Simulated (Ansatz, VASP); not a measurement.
## Cu3N: VASP beside Ansatz

The input INCAR:

```
PREC     = Accurate       # precision mode
ENCUT    = 600            # plane-wave cutoff, eV
EDIFF    = 1E-6           # SCF threshold, eV
ISMEAR   = 0              # smearing method
SIGMA    = 0.01           # smearing width, eV
LREAL    = F              # projectors in reciprocal space
LASPH    = T              # aspherical terms in the spheres
NELM     = 120            # most SCF steps
ALGO     = Normal         # electronic algorithm
ISIF     = 2              # what is computed and relaxed
LWAVE    = F              # write WAVECAR
LCHARG   = T              # write CHGCAR
GGA      = PE             # functional
LELF     = T              # ELF
LVHAR    = T            
NBANDS   = 27             # bands
GGA_COMPAT= F
```

File KPOINTS:

```
regular mesh
0
Gamma
  10 10 10
```

The input POSCAR:

```
Cu3N
1.0
    3.7887383448      0.0000000000      0.0000000000
    0.0000000000      3.7887383448      0.0000000000
    0.0000000000      0.0000000000      3.7887383448
Cu N
3 1
Direct
    0.5000000000      0.0000000000      0.0000000000
    0.0000000000      0.5000000000      0.0000000000
    0.0000000000      0.0000000000      0.5000000000
    0.0000000000      0.0000000000      0.0000000000
```

Input for Ansatz:

```yaml
crystal:
  lattice:
    - [3.7887383448, 0.0, 0.0]
    - [0.0, 3.7887383448, 0.0]
    - [0.0, 0.0, 3.7887383448]
  atoms:
    - { symbol: Cu, position: [0.5, 0.0, 0.0] }
    - { symbol: Cu, position: [0.0, 0.5, 0.0] }
    - { symbol: Cu, position: [0.0, 0.0, 0.5] }
    - { symbol: "N", position: [0.0, 0.0, 0.0] }
basis:
  ecutwfc: 420
kpoints:
  mp_grid: { grid: [10, 10, 10] }
  band_path: { path: [VBM, CBM], npoints: 2 }
hamiltonian:
  xc: pbe
scf:
  occupations: { method: gaussian, width: 0.01 }
output:
  forces: true
  stress: true
  eigenvalues: true
checkpoint:
  read: start.run
  write: ck
  compress: false
  write_wavefunctions: false
  write_every: 100000
```

Alike in both runs: task single point; functional PBE; k mesh 10 × 10 × 10; occupations gaussian, width 0.01 eV; no spin polarisation.

|  | VASP | Ansatz |
| --- | --- | --- |
| version | VASP 6.6.1 | Ansatz 0.2.0 |
| potentials or method | VASP PAW PBE potentials, release 64 (Cu, N), cutoff 600 eV | scalar-relativistic, plane waves, PAW |
| valence electrons in the cell | 38 | 62 |

```tsv
	VASP	Ansatz	Ansatz less VASP
gap on the k mesh at the Fermi level (eV)	0.15	0.12	-0.023
least direct gap on the mesh (eV)	0.69	0.66	-0.034
pressure (GPa)	4.6	3.8	-0.79
```

With one functional, cell and mesh, what is left measures potentials, basis and numerics. VASP's potentials hold 38 valence electrons a cell and Ansatz's 62, so a difference there can come from the potentials and not from the codes.
